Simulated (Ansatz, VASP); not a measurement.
**Ti2Al: VASP beside Ansatz**

```
Ti Al
1.0
     0.00000    3.08966    3.08966
     3.08966    0.00000    3.08966
     3.08966    3.08966    0.00000
Ti Al
2 1
Direct
  0.25000 0.25000 0.25000
  0.75000 0.75000 0.75000
  0.00000 0.00000 0.00000
```

Change from the starting cell: species swapped into the Mg2Ge type (Fm-3m, No. 225).

Alike in both runs: functional PBE; k mesh 14 × 14 × 14; occupations gaussian, width 0.1 eV; no spin polarisation.

Ansatz relaxed the structure, and its values are those at the end. VASP's run is a single point on that final structure, the one shown.

```csv
,VASP,Ansatz
version,VASP 6.6.1,Ansatz 0.2.0
potentials or method,"VASP PAW PBE potentials, release 64 (Ti_sv, Al), cutoff 520 eV","scalar-relativistic, plane waves, PAW"
valence electrons in the cell,27,27
```

|  | VASP | Ansatz | Ansatz less VASP |
| --- | --- | --- | --- |
| gap on the k mesh at the Fermi level (eV) | none | none | - |
| pressure (GPa) | 0.0 | 0.0 | +0.03 |

A gap of «none» marks a metal or a gap that the smearing closes.
